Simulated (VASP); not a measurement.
Ir: single point with PBE

Crystal: Ir.

```
CELL_PARAMETERS angstrom
2.70112 0.00000 0.00000
-1.35056 2.33923 0.00000
0.00000 0.00000 8.83093
ATOMIC_POSITIONS crystal
Ir 0.00000 0.00000 0.00000
Ir 0.00000 0.00000 0.50000
Ir 0.33333 0.66667 0.25000
Ir 0.66667 0.33333 0.75000
```

This isn't the form of Ir at room conditions, which is fcc.

| Quantity | Value |
| --- | --- |
| Program | VASP 6.6.1 |
| Task | single point |
| Functional | PBE |
| Potentials or basis | VASP PAW PBE potentials, release 64 (Ir) |
| Cutoff | 500 eV |
| k mesh | 15 × 15 × 4 |
| Occupations | fermi-dirac, width 0.05 eV |
| Spin | collinear spin |
| Starting moments | [1.0, 1.0, 1.0, 1.0] μB |

```json
{
 "Pressure": "16.2 GPa",
 "Band gap on the k mesh": "zero (filled and empty bands overlap)",
 "Net moment": "0.00 μB per cell",
 "Valence electrons inside the program's atomic spheres": "Ir 8.44, 8.45 (each value once)"
}
```

Levels at points of the mesh, in eV from the Fermi level:
Spin up:
| k point | band 15 | band 16 | band 17 | band 18 | band 19 | band 20 | band 21 | band 22 |
| --- | --- | --- | --- | --- | --- | --- | --- | --- |
| (0.00, 0.00, 0.00) | -3.38 | -1.82 | -1.82 | -1.05 | -1.05 | -0.82 | -0.34 | -0.34 |
| (0.00, 0.00, 0.50) | -2.76 | -2.76 | -1.41 | -1.41 | -1.41 | -1.41 | 0.23 | 0.23 |
Spin down:
```tsv
k point	band 14	band 15	band 16	band 17	band 18	band 19	band 20	band 21	band 22	band 23
(0.00, 0.00, 0.00)	-3.38	-3.38	-1.82	-1.82	-1.05	-1.05	-0.82	-0.34	-0.34	0.72
(0.00, 0.00, 0.50)	-3.67	-2.76	-2.76	-1.41	-1.41	-1.41	-1.41	0.23	0.23	0.23
```

Wall time 5.6 min on 1 thread of Intel Xeon 8259CL, on a shared host, peak memory 0.31 GiB.

Caveat: the cell stands under pressure; spin-orbit coupling is left out, which moves the levels of the heavy elements.
